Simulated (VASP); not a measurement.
# MnO (Fm-3m) in VASP: a series of runs

MnO is run at these levels: PBEsol+D4, revPBE, r2SCAN+D4, PBE+D3(BJ); tasks: single point, relaxation of cell and atoms.

Program: VASP 6.6.1. These are calculated values, not measurements. Logs are shortened: lines on timing, memory, paths and dates and some standing lists are left out, and cuts for length are marked.

**1. The cell of the first run**

It takes space group Fm-3m (No. 225, cubic). Conventional cell: a = 4.535 Å, b = 4.535 Å, c = 4.535 Å, α = 90.00°, β = 90.00°, γ = 90.00°. Mn (site symmetry m-3m) has 6 O at 2.27 Å within 3.0 Å. O (site symmetry m-3m) has 6 Mn at 2.27 Å within 3.0 Å.

**2. Single point, PBEsol+D4, collinear spin, ferromagnetic start**

Input file INCAR:

```
SYSTEM = MnO
  PREC = Accurate
  ENCUT = 520
  EDIFF = 1E-6
  ISMEAR = -1
  SIGMA = 0.05
  LREAL = .False.
  LASPH = .True.
  NELM = 150
  ALGO = Normal
  ISIF = 2
  LWAVE = .False.
  LCHARG = .False.
  ISPIN = 2
  MAGMOM = 4 0
  LORBIT = 11
  LMAXMIX = 4
  GGA = PS
  IVDW = 13
  NBANDS = 20
```

Input file KPOINTS:

```
Automatic mesh
0
Gamma
  10 10 10
  0 0 0
```

Input file POSCAR:

```
MnO
1.0
    0.0000000000      2.2675248097      2.2675248097
    2.2675248097      0.0000000000      2.2675248097
    2.2675248097      2.2675248097      0.0000000000
Mn O
1 1
Direct
    0.0000000000      0.0000000000      0.0000000000
    0.5000000000      0.5000000000      0.5000000000
```

Potentials or basis: VASP PAW PBE potentials, release 64 (Mn_pv, O).

Launch:

```sh
cat potpaw_PBE.64/Mn_pv/POTCAR potpaw_PBE.64/O/POTCAR > POTCAR
mpirun -np 1 vasp_std > vasp.out
```

OUTCAR:

```text
SYSTEM = MnO
   PREC = Accurate
   ENCUT = 520
   EDIFF = 1E-6
   ISMEAR = -1
   LREAL = .False.
   LASPH = .True.
   NELM = 150
   ISIF = 2
   ISPIN = 2
   LORBIT = 11
   GGA = PS
   IVDW = 13

 ion  position               nearest neighbor table
   1  0.000  0.000  0.000-   2 2.27   2 2.27   2 2.27   2 2.27   2 2.27   2 2.27
   2  0.500  0.500  0.500-   1 2.27   1 2.27   1 2.27   1 2.27   1 2.27   1 2.27

  LATTYP: Found a face centered cubic cell.
 ALAT       =     4.5350496194

  Lattice vectors:

 A1 = (   0.0000000000,   2.2675248097,   2.2675248097)
 A2 = (   2.2675248097,   0.0000000000,   2.2675248097)
 A3 = (   2.2675248097,   2.2675248097,   0.0000000000)

Analysis of symmetry for initial positions (statically):
=====================================================================
 Subroutine PRICEL returns:
 Original cell was already a primitive cell.

 Routine SETGRP: Setting up the symmetry group for a
 face centered cubic supercell.

 Subroutine GETGRP returns: Found 48 space group operations
 (whereof 48 operations were pure point group operations)
 out of a pool of 48 trial point group operations.

The static configuration has the point symmetry O_h .

Analysis of symmetry for dynamics (positions and initial velocities):
=====================================================================
 Subroutine PRICEL returns:
 Original cell was already a primitive cell.

 Routine SETGRP: Setting up the symmetry group for a
 face centered cubic supercell.

 Subroutine GETGRP returns: Found 48 space group operations
 (whereof 48 operations were pure point group operations)
 out of a pool of 48 trial point group operations.

The dynamic configuration has the point symmetry O_h .

Analysis of structural, dynamic, and magnetic symmetry:
=====================================================================
 Subroutine PRICEL returns:
 Original cell was already a primitive cell.

 Routine SETGRP: Setting up the symmetry group for a
 face centered cubic supercell.

 Subroutine GETGRP returns: Found 48 space group operations
 (whereof 48 operations were pure point group operations)
 out of a pool of 48 trial point group operations.

The overall configuration has the point symmetry O_h .

 Subroutine INISYM returns: Found 48 space group operations
 (whereof 48 operations are pure point group operations),
 and found     1 'primitive' translations

----------------------------------------------------------------------------------------

                                     Primitive cell

[... 113 lines left out ...]
  Thomas-Fermi vector in A             =   2.636752
   LORBIT       =     11    0 simple, 1 ext, 2 COOP (PROOUT), +10 PAW based schemes
   GGA     = PS    functional components
   LHFCALC =     F    Hartree Fock is set to
   AEXX    =    0.0000 exact exchange contribution
   IVDW    =    13    specifies the selected vdW correction
   LEPSILON=     F    determine dielectric tensor
   LRPA    =     F    only Hartree local field effects (RPA)
 spin polarized calculation
  energy-cutoff  :      520.00
  volume of cell :       23.32
 maximum number of plane-waves:       636
   NGX = 11   NGY = 11   NGZ = 11

 number of electron      19.0000005 magnetization       4.8636714

 Free energy of the ion-electron system (eV)
  ---------------------------------------------------
  ext. energy  EPLUGINS =         0.00000000
  ---------------------------------------------------
  free energy    TOTEN  =       -17.13619668 eV

  energy without entropy =      -17.12948688  energy(sigma->0) =      -17.13284178

 E-fermi :   6.5983     XC(G=0): -11.7669

 val. band max:        6.5635240701   @ k =   0.4000   0.3000   0.0000
 cond. band min:       6.6564897133   @ k =   0.5000   0.4000   0.1000
 fundamental gap:      0.0929656431
 Fermi energy:         6.5982968180

 spin component 1

 k-point     1 :       0.0000    0.0000    0.0000
  band No.  band energies     occupation
      1     -43.5667      1.00000
      2     -43.5667      1.00000
      3     -43.5667      1.00000
      4     -13.0403      1.00000
      5       3.1787      1.00000
      6       3.1787      1.00000
[... 541 lines left out ...]
     19      30.1919      0.00000
     20      32.1573      0.00000

 [... further k-points ...]

 spin component 2

 k-point     1 :       0.0000    0.0000    0.0000
  band No.  band energies     occupation
      1     -38.8798      1.00000
      2     -38.8798      1.00000
      3     -38.8798      1.00000
      4     -12.5776      1.00000
      5       3.5968      1.00000
      6       3.5968      1.00000
[... 541 lines left out ...]
     19      31.3301      0.00000
     20      33.2672      0.00000

 [... further k-points ...]

------------------------ aborting loop because EDIFF is reached ----------------------------------------

  DFT-D4 for vdW energy calculation

  Edisp (eV):   -0.35313

  FORCE on cell =-STRESS in cart. coord.  units (eV):
  Direction    XX          YY          ZZ          XY          YZ          ZX
  --------------------------------------------------------------------------------------
  -------------------------------------------------------------------------------------
  Total      -2.09010    -2.09010    -2.09010     0.00000     0.00000    -0.00000
  in kB    -143.61233  -143.61233  -143.61233     0.00000     0.00000    -0.00000
  external pressure =     -143.61 kB  Pullay stress =        0.00 kB

 VOLUME and BASIS-vectors are now :
 -----------------------------------------------------------------------------
  energy-cutoff  :      520.00
  volume of cell :       23.32
      direct lattice vectors                 reciprocal lattice vectors
     0.000000000  2.267524810  2.267524810    -0.220504754  0.220504754  0.220504754
     2.267524810  0.000000000  2.267524810     0.220504754 -0.220504754  0.220504754
     2.267524810  2.267524810  0.000000000     0.220504754  0.220504754 -0.220504754

 POSITION                                       TOTAL-FORCE (eV/Angst)
 -----------------------------------------------------------------------------------
      0.00000      0.00000      0.00000        -0.000000     -0.000000     -0.000000
      2.26752      2.26752      2.26752         0.000000      0.000000      0.000000
 -----------------------------------------------------------------------------------
    total drift:                                0.000000     -0.000000     -0.000000

  FREE ENERGIE OF THE ION-ELECTRON SYSTEM (eV)
  ---------------------------------------------------
  free  energy   TOTEN  =       -17.4893287526 eV

  energy  without entropy=      -17.4826189581  energy(sigma->0) =      -17.48597386

 total charge

# of ion       s       p       d       tot
------------------------------------------
    1        0.198   6.161   4.939  11.298
    2        1.556   3.369   0.000   4.925
--------------------------------------------------
tot          1.754   9.530   4.939  16.223

 magnetization (x)

# of ion       s       p       d       tot
------------------------------------------
    1        0.035   0.025   4.336   4.396
    2        0.029   0.170   0.000   0.198
--------------------------------------------------
tot          0.064   0.195   4.336   4.594
```

OSZICAR:

```text
N       E                     dE             d eps       ncg     rms          rms(c)
DAV:   1     0.163807083507E+03    0.16381E+03   -0.10401E+04  3784   0.110E+03
DAV:   2    -0.112604510628E+02   -0.17507E+03   -0.16282E+03  3860   0.319E+02
DAV:   3    -0.193227579873E+02   -0.80623E+01   -0.79678E+01  4252   0.740E+01
DAV:   4    -0.193819746835E+02   -0.59217E-01   -0.59205E-01  4272   0.657E+00
DAV:   5    -0.193825249461E+02   -0.55026E-03   -0.55025E-03  4252   0.632E-01    0.128E+01
DAV:   6    -0.175408551913E+02    0.18417E+01   -0.10606E+01  5064   0.353E+01    0.136E+01
DAV:   7    -0.171532900833E+02    0.38757E+00   -0.14619E+00  4296   0.170E+01    0.752E+00
DAV:   8    -0.171515102431E+02    0.17798E-02   -0.14252E-01  4052   0.273E+00    0.452E+00
DAV:   9    -0.171334857802E+02    0.18024E-01   -0.42940E-02  3956   0.217E+00    0.117E+00
DAV:  10    -0.171361323042E+02   -0.26465E-02   -0.66598E-03  4040   0.932E-01    0.207E-01
DAV:  11    -0.171360841438E+02    0.48160E-04   -0.16542E-03  4308   0.355E-01    0.147E-01
DAV:  12    -0.171361873038E+02   -0.10316E-03   -0.78205E-05  4136   0.114E-01    0.337E-02
DAV:  13    -0.171361892342E+02   -0.19304E-05   -0.13768E-05  4240   0.319E-02    0.278E-02
DAV:  14    -0.171361971280E+02   -0.78938E-05   -0.45822E-06  4084   0.175E-02    0.706E-03
DAV:  15    -0.171361966772E+02    0.45080E-06   -0.64910E-07  2388   0.705E-03
   1 F= -.17489329E+02 E0= -.17485974E+02  d E =-.670979E-02  mag=     4.8637
```

stdout:

```text
POSCAR found type information on POSCAR MnO
 POSCAR found :  2 types and       2 ions
 scaLAPACK will be used
 -----------------------------------------------------------------------------
|                                                                             |
|                                                                             |
|     You enforced a specific xc type in the INCAR file but a different       |
|     I HOPE YOU KNOW WHAT YOU ARE DOING!                                     |
|                                                                             |
 -----------------------------------------------------------------------------

 LDA part: xc-table for (Slater+PW92), standard interpolation
 POSCAR, INCAR and KPOINTS ok, starting setup
 FFT: planning ... GRIDC
 FFT: planning ... GRID_SOFT
 FFT: planning ... GRID
 WAVECAR not read
 entering main loop
```

It took 14 s on 1 thread of Intel Xeon 6975P-C (Granite Rapids), shared host; peak memory 0.17 GiB.

Results:

```
Free energy                                           : -17.4893 eV
Pressure                                              : -14.4 GPa
Net moment                                            : 4.86 μB per cell
Site moments                                          : Mn +4.40; O +0.20 μB
Valence electrons inside the program's atomic spheres : Mn 11.30; O 4.92
Dispersion energy per atom                            : -0.177 eV
```

Caveat: the PAW data sets were made with another functional, which shifts forces and pressure a little; a cell with one magnetic atom can't hold antiferromagnetic order, which such compounds often take; semilocal functionals often make such compounds metallic where correlation or magnetic order opens a gap, which also shifts bond lengths; pairwise dispersion overbinds metals, which lowers pressure and volume. With open d or f shells a metallic result of PBEsol can be an artefact of self-interaction; +U or a hybrid may open a gap.

(Part 1 of 4 ends here.)
